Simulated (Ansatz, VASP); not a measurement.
# One calculation of Nb16H, two programs

```
Nb H
1.0
     6.60000    0.00000    0.00000
     0.00000    6.60000    0.00000
     0.00000    0.00000    6.60000
Nb H
16 1
Direct
  0.00096 0.99990 0.00035
  0.49891 0.99991 0.00035
  0.00695 0.50595 0.00036
  0.00003 0.99790 0.50039
  0.24994 0.25182 0.25001
  0.49290 0.50598 0.00037
  0.49985 0.99790 0.50039
  0.74993 0.24417 0.25741
  0.99959 0.49830 0.50032
  0.24993 0.75228 0.25043
  0.24994 0.25191 0.75072
  0.50028 0.49832 0.50032
  0.74993 0.75024 0.25138
  0.74993 0.24428 0.74338
  0.24993 0.75229 0.75021
  0.74993 0.75027 0.74934
  0.74991 0.37510 0.00044
```

Alike in both runs: functional PBE; dispersion D3(BJ); k mesh 3 × 3 × 3; occupations fermi-dirac, width 0.15 eV; no spin polarisation.

Ansatz relaxed the structure, and its values are those at the end. VASP's run is a single point on that final structure, the one shown.

```csv
,VASP,Ansatz
version,VASP 6.6.1,Ansatz 0.2.0
potentials or method,"VASP PAW PBE potentials, release 64 (Nb_sv, H), cutoff 520 eV","scalar-relativistic, plane waves, PAW"
valence electrons in the cell,209,209
```

|  | VASP | Ansatz | Ansatz less VASP |
| --- | --- | --- | --- |
| rms of the force components (eV/Å) | 0.007 | 0.006 | -0.0003 |
